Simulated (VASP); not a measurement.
# ZnCu (Pm-3m) in VASP: single point with PBEsol

Aim: the single point of ZnCu with PBEsol.

All numbers are computed with VASP 6.6.1; they aren't measurements. Logs are shortened: lines on timing, memory, paths and dates and some standing lists are left out, and cuts for length are marked.

**1. The cell of the first run**

Symmetry: Pm-3m, No. 221, cubic system. The conventional cell has a = 2.908 Å, b = 2.908 Å, c = 2.908 Å, α = 90.00°, β = 90.00°, γ = 90.00°. Zn (site symmetry m-3m) has 8 Cu at 2.52 Å and 6 Zn at 2.91 Å within 3.3 Å. Within 3.3 Å of Cu (site symmetry m-3m) lie 8 Zn at 2.52 Å and 6 Cu at 2.91 Å.

**2. Single point, PBEsol**

INCAR

```
PREC = Accurate
ENCUT = 520
EDIFF = 1E-7
ISMEAR = -1
SIGMA = 0.1
LREAL = F
LASPH = T
NELM = 100
ALGO = Normal
ISIF = 2
LWAVE = F
LCHARG = F
GGA = PS
NBANDS = 18
```

KPOINTS

```
Automatic mesh
0
Gamma
  14 14 14
```

POSCAR

```
ZnCu
1.0
    2.9081703292      0.0000000000      0.0000000000
    0.0000000000      2.9081703292      0.0000000000
    0.0000000000      0.0000000000      2.9081703292
Zn Cu
1 1
Direct
    0.5000000000      0.5000000000      0.5000000000
    0.0000000000      0.0000000000      0.0000000000
```

Potentials or basis: VASP PAW PBE potentials, release 64 (Zn, Cu).

On the command line:

```console
> cat potpaw_PBE.64/Zn/POTCAR potpaw_PBE.64/Cu/POTCAR > POTCAR
> mpirun -np 1 vasp_std > vasp.out
```

OUTCAR:

```text
PREC = Accurate
   ENCUT = 520
   EDIFF = 1E-7
   ISMEAR = -1
   LREAL = F
   LASPH = T
   NELM = 100
   ISIF = 2
   GGA = PS

 ion  position               nearest neighbor table
   1  0.500  0.500  0.500-   2 2.52   2 2.52   2 2.52   2 2.52   2 2.52   2 2.52   2 2.52   2 2.52

   2  0.000  0.000  0.000-   1 2.52   1 2.52   1 2.52   1 2.52   1 2.52   1 2.52   1 2.52   1 2.52

  LATTYP: Found a simple cubic cell.
 ALAT       =     2.9081703292

  Lattice vectors:

 A1 = (   2.9081703292,   0.0000000000,   0.0000000000)
 A2 = (   0.0000000000,   2.9081703292,   0.0000000000)
 A3 = (   0.0000000000,   0.0000000000,   2.9081703292)

Analysis of symmetry for initial positions (statically):
=====================================================================
 Subroutine PRICEL returns:
 Original cell was already a primitive cell.

 Routine SETGRP: Setting up the symmetry group for a
 simple cubic supercell.

 Subroutine GETGRP returns: Found 48 space group operations
[... 9 lines left out ...]

 Routine SETGRP: Setting up the symmetry group for a
 simple cubic supercell.

 Subroutine GETGRP returns: Found 48 space group operations
[... 11 lines left out ...]
                                     Primitive cell

  volume of cell :      24.5957

  direct lattice vectors                    reciprocal lattice vectors
     2.908170329  0.000000000  0.000000000     0.343858814  0.000000000  0.000000000
     0.000000000  2.908170329  0.000000000     0.000000000  0.343858814  0.000000000
     0.000000000  0.000000000  2.908170329     0.000000000  0.000000000  0.343858814

  length of vectors
     2.908170329  2.908170329  2.908170329     0.343858814  0.343858814  0.343858814

  position of ions in fractional coordinates (direct lattice)
     0.500000000  0.500000000  0.500000000
     0.000000000  0.000000000  0.000000000

  ion indices of the primitive-cell ions
   primitive index   ion index
                 1           1
                 2           2

----------------------------------------------------------------------------------------

 KPOINTS: Automatic mesh

Automatic generation of k-mesh.
 Grid dimensions read from file:
 generate k-points for:   14   14   14

 Generating k-lattice:

  Cartesian coordinates                     Fractional coordinates (reciprocal lattice)
     0.024561344  0.000000000  0.000000000     0.071428571  0.000000000  0.000000000
     0.000000000  0.024561344  0.000000000     0.000000000  0.071428571  0.000000000
     0.000000000  0.000000000  0.024561344     0.000000000  0.000000000  0.071428571

  Length of vectors
     0.024561344  0.024561344  0.024561344

  Shift w.r.t. Gamma in fractional coordinates (k-lattice)
     0.000000000  0.000000000  0.000000000

 Subroutine IBZKPT returns following result:
 ===========================================

 Found    120 irreducible k-points:

 Following reciprocal coordinates:
            Coordinates               Weight
  0.000000  0.000000  0.000000      1.000000
  0.071429  0.000000  0.000000      6.000000
  0.142857  0.000000  0.000000      6.000000
  0.214286  0.000000  0.000000      6.000000
  0.285714  0.000000  0.000000      6.000000
  0.357143  0.000000  0.000000      6.000000
[... 16 lines left out ...]
  0.285714  0.214286  0.000000     24.000000
  0.357143  0.214286  0.000000     24.000000
 [... further k-points ...]
   k-points           NKPTS =    120   k-points in BZ     NKDIM =    120   number of bands    NBANDS=     18
   number of dos      NEDOS =    301   number of ions     NIONS =      2
   total plane-waves  NPLWV =  13824
   dimension x,y,z NGX =    24 NGY =   24 NGZ =   24
   dimension x,y,z NGXF=    48 NGYF=   48 NGZF=   48
   ions per type =               1   1
   NGX,Y,Z   is equivalent  to a cutoff of  13.72, 13.72, 13.72 a.u.
   NGXF,Y,Z  is equivalent  to a cutoff of  27.44, 27.44, 27.44 a.u.
 SYSTEM =  unknown system
   PREC   = accura    normal or accurate (medium, high low for compatibility)
   ISTART =      0    job   : 0-new  1-cont  2-samecut
   ICHARG =      2    charge: 1-file 2-atom 10-const
   ISPIN  =      1    spin polarized calculation?
   LNONCOLLINEAR =      F non collinear calculations
   LSORBIT =      F    spin-orbit coupling
   LASPH  =      T    aspherical Exc in radial PAW
   ENCUT  =  520.0 eV  38.22 Ry    6.18 a.u.   5.41  5.41  5.41*2*pi/ulx,y,z
   NELM   =    100;   NELMIN=  2; NELMDL= -5     # of ELM steps
   EDIFF  = 0.1E-06   stopping-criterion for ELM
   LREAL  =      F    real-space projection
   EDIFFG = 0.1E-05   stopping-criterion for IOM
   NSW    =      0    number of steps for IOM
   IBRION =     -1    ionic relax: 0-MD 1-quasi-New 2-CG
   NFREE  =      0    steps in history (QN), initial steepest desc. (CG)
   ISIF   =      2    stress and relaxation
   ISYM   =      2    0-nonsym 1-usesym 2-fastsym
   POTIM  = 0.5000    time-step for ionic-motion
   TEBEG  =    0.0;   TEEND  =   0.0 temperature during run
   PSTRESS=    0.0 pullay stress
   NELECT =      23.0000    total number of electrons
   NUPDOWN=      -1.0000    fix difference up-down
   EMIN   =  10.00;   EMAX   =-10.00  energy-range for DOS
   EFERMI =   0.00;   METHOD = LEGACY
   ISMEAR =    -1;   SIGMA  =   0.10  broadening in eV -4-tet -1-fermi 0-gaus
   EFERMI_NEDOS =   21; number of points for ismear=-14 and -15
   IALGO  =     38    algorithm
   IMIX   =      4    mixing-type and parameters
     AMIX     =   0.40;   BMIX     =  1.00
     AMIX_MAG =   1.60;   BMIX_MAG =  1.00
  volume/ion in A,a.u.               =      12.30        82.99
  Fermi-wavevector in a.u.,A,eV,Ry     =   1.600900  3.025263 34.870121  2.562882
  Thomas-Fermi vector in A             =   2.697963
   LORBIT       =      0    0 simple, 1 ext, 2 COOP (PROOUT), +10 PAW based schemes
   GGA     = PS    functional components
   LHFCALC =     F    Hartree Fock is set to
   AEXX    =    0.0000 exact exchange contribution
   IVDW    =     0    specifies the selected vdW correction
   LEPSILON=     F    determine dielectric tensor
   LRPA    =     F    only Hartree local field effects (RPA)
 non-spin polarized calculation
  energy-cutoff  :      520.00
  volume of cell :       24.60
 maximum number of plane-waves:       691
 NGX is ok and might be reduce to    24
   NGX = 11   NGY = 11   NGZ = 11

 number of electron      22.9999984 magnetization

 Free energy of the ion-electron system (eV)
  ---------------------------------------------------
  ext. energy  EPLUGINS =         0.00000000
  ---------------------------------------------------
  free energy    TOTEN  =        -6.10462728 eV

  energy without entropy =       -6.09071971  energy(sigma->0) =       -6.09767350

 E-fermi :   5.7423     XC(G=0): -12.7800

 val. band max:        5.6131203790   @ k =   0.5000   0.5000   0.2143
 cond. band min:       5.7534428650   @ k =   0.4286   0.3571   0.2143
 fundamental gap:      0.1403224859
 Fermi energy:         5.7423348388

 k-point     1 :       0.0000    0.0000    0.0000
  band No.  band energies     occupation
      1      -4.9344      2.00000
      2      -2.2233      2.00000
      3      -2.2233      2.00000
      4      -1.4598      2.00000
      5      -1.4598      2.00000
      6      -1.4598      2.00000
[... 10 lines left out ...]
     17      18.5952      0.00000
     18      29.5441      0.00000

 k-point     2 :       0.0714    0.0000    0.0000
  band No.  band energies     occupation
      1      -4.8394      2.00000
      2      -2.2111      2.00000
      3      -2.2019      2.00000
      4      -1.4684      2.00000
      5      -1.4684      2.00000
      6      -1.4551      2.00000
[... 10 lines left out ...]
     17      19.1684      0.00000
     18      28.4708      0.00000

 k-point     3 :       0.1429    0.0000    0.0000
  band No.  band energies     occupation
      1      -4.5576      2.00000
      2      -2.1765      2.00000
      3      -2.1397      2.00000
      4      -1.4927      2.00000
      5      -1.4927      2.00000
      6      -1.4421      2.00000
[... 10 lines left out ...]
     17      21.1693      0.00000
     18      26.7503      0.00000

 k-point     4 :       0.2143    0.0000    0.0000
  band No.  band energies     occupation
      1      -4.1004      2.00000
      2      -2.1257      2.00000
      3      -2.0407      2.00000
      4      -1.5277      2.00000
      5      -1.5277      2.00000
      6      -1.4230      2.00000
[... 10 lines left out ...]
     17      23.8219      0.00000
     18      25.0831      0.00000

 k-point     5 :       0.2857    0.0000    0.0000
  band No.  band energies     occupation
      1      -3.4986      2.00000
      2      -2.0680      2.00000
      3      -1.8997      2.00000
      4      -1.5663      2.00000
      5      -1.5663      2.00000
      6      -1.4017      2.00000
[... 10 lines left out ...]
     17      23.1331      0.00000
     18      23.1332      0.00000

 k-point     6 :       0.3571    0.0000    0.0000
  band No.  band energies     occupation
      1      -2.8495      2.00000
      2      -2.0149      2.00000
      3      -1.6588      2.00000
      4      -1.6009      2.00000
      5      -1.6009      2.00000
      6      -1.3823      2.00000
[... 307 lines left out ...]
 k-point    21 :       0.5000    0.1429    0.0000
  band No.  band energies     occupation
      1      -2.1601      2.00000
      2      -1.9080      2.00000
      3      -1.8825      2.00000
      4      -1.6556      2.00000
      5      -1.4438      2.00000
      6      -0.0513      2.00000
[... 10 lines left out ...]
     17      20.1493      0.00000
     18      20.9930      0.00000

 k-point    22 :       0.2143    0.2143    0.0000
  band No.  band energies     occupation
      1      -3.3447      2.00000
      2      -2.0379      2.00000
      3      -1.8889      2.00000
      4      -1.5691      2.00000
      5      -1.5548      2.00000
      6      -1.4807      2.00000
[... 10 lines left out ...]
     17      23.6814      0.00000
     18      24.9613      0.00000

 k-point    23 :       0.2857    0.2143    0.0000
  band No.  band energies     occupation
      1      -2.8609      2.00000
      2      -2.0135      2.00000
      3      -1.7889      2.00000
      4      -1.6052      2.00000
      5      -1.5010      2.00000
      6      -1.4521      2.00000
[... 10 lines left out ...]
     17      23.6101      0.00000
     18      23.9598      0.00000

 k-point    24 :       0.3571    0.2143    0.0000
  band No.  band energies     occupation
      1      -2.4506      2.00000
      2      -2.0123      2.00000
      3      -1.7412      2.00000
      4      -1.6424      2.00000
      5      -1.5144      2.00000
      6      -1.0544      2.00000
[... 10 lines left out ...]
     17      21.9421      0.00000
     18      22.8299      0.00000

 [... further k-points ...]
[... 5 lines left out ...]
  --------------------------------------------------------------------------------------
  -------------------------------------------------------------------------------------
  Total        0.1080334      0.1080334      0.1080334      0.0000000     -0.0000000      0.0000000
  in kB        7.0373525      7.0373525      7.0373525      0.0000000     -0.0000000      0.0000000
  external PRESSURE =       7.0373525 kB  Pullay stress =       0.0000000 kB

 VOLUME and BASIS-vectors are now :
 -----------------------------------------------------------------------------
  energy-cutoff  :      520.00
  volume of cell :       24.60
      direct lattice vectors                 reciprocal lattice vectors
     2.908170329  0.000000000  0.000000000     0.343858814  0.000000000  0.000000000
     0.000000000  2.908170329  0.000000000     0.000000000  0.343858814  0.000000000
     0.000000000  0.000000000  2.908170329     0.000000000  0.000000000  0.343858814

 POSITION                                       TOTAL-FORCE (eV/Angst)
 -----------------------------------------------------------------------------------
      1.45409      1.45409      1.45409         0.000000      0.000000      0.000000
      0.00000      0.00000      0.00000         0.000000      0.000000      0.000000
 -----------------------------------------------------------------------------------
    total drift:                                0.000000      0.000000     -0.000000

  FREE ENERGIE OF THE ION-ELECTRON SYSTEM (eV)
  ---------------------------------------------------
  free  energy   TOTEN  =        -6.1046272802 eV

  energy  without entropy=       -6.0907197104  energy(sigma->0) =       -6.09767350
```

Run time: 23 s. Hardware: 1 thread of Intel Xeon Platinum 8375C at 2.90GHz (Ice Lake), shared host; peak memory 0.18 GiB.

Results:

* Free energy: -6.1046 eV
* Pressure: 0.7 GPa

Levels at points of the mesh, in eV from the Fermi level:
| k point | band 8 | band 9 | band 10 | band 11 | band 12 | band 13 | band 14 | band 15 | band 16 | band 17 |
| --- | --- | --- | --- | --- | --- | --- | --- | --- | --- | --- |
| (0.00, 0.00, 0.00) | -3.69 | -2.81 | -2.81 | -2.81 | 6.32 | 6.32 | 6.32 | 11.49 | 11.49 | 12.85 |
| (0.50, 0.00, 0.00) | -3.84 | -3.40 | -3.40 | -2.90 | -2.05 | 12.00 | 12.00 | 12.61 | 12.61 | 13.68 |
| (0.50, 0.50, 0.00) | -2.96 | -2.96 | -2.56 | -2.05 | -2.05 | 1.90 | 2.23 | 14.29 | 15.80 | 15.80 |
| (0.50, 0.50, 0.50) | -4.48 | -2.54 | -2.54 | 4.08 | 4.40 | 4.40 | 4.40 | 4.61 | 4.61 | 4.61 |

Caveat: the PAW data sets were made with another functional, which shifts forces and pressure a little.
